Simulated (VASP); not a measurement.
Crystal: Pt.

```
Pt
1.0
     2.74395    0.00000    0.00000
    -0.91465    2.58702    0.00000
    -0.91465   -1.29351    2.24043
Pt
1
Direct
  0.00000 0.00000 0.00000
```

```yaml
Program: VASP 6.6.1
Task: relaxation of cell and atoms
Functional: BLYP
Dispersion: D3(BJ)
Potentials_or_basis: VASP PAW PBE potentials, release 64 (Pt)
Cutoff: 600 eV
k_mesh: 13 × 13 × 13
Occupations: fermi-dirac, width 0.05 eV
Spin: no spin polarisation
```

At the start: pressure -3.9 GPa; volume 15.90 Å³/atom.

How do energy, volume and symmetry change on relaxing?

Over 3 steps the energy falls by 3.2 meV/atom and the volume is 15.65 Å³/atom (-1.6 %); space group Im-3m (No. 229, to 0.05 Å).

The path:
```tsv
step	energy change (eV)	largest force (eV/Å)	pressure (GPa)	volume (Å³)
1	0.0000	0.0000	-3.89	15.90
2	0.0168	0.0000	10.94	15.03
3	-0.0032	0.0000	-0.05	15.65
```

Final structure:
```xyz
1
Lattice="2.7291 0.0000 0.0000 -0.9097 2.5730 0.0000 -0.9097 -1.2865 2.2283" Properties=species:S:1:pos:R:3 pbc="T T T"
Pt   -0.9097   -1.2865    2.2283
```

Caveat: the PAW data sets were made with another functional, which shifts forces and pressure a little; pairwise dispersion overbinds metals, which lowers pressure and volume.
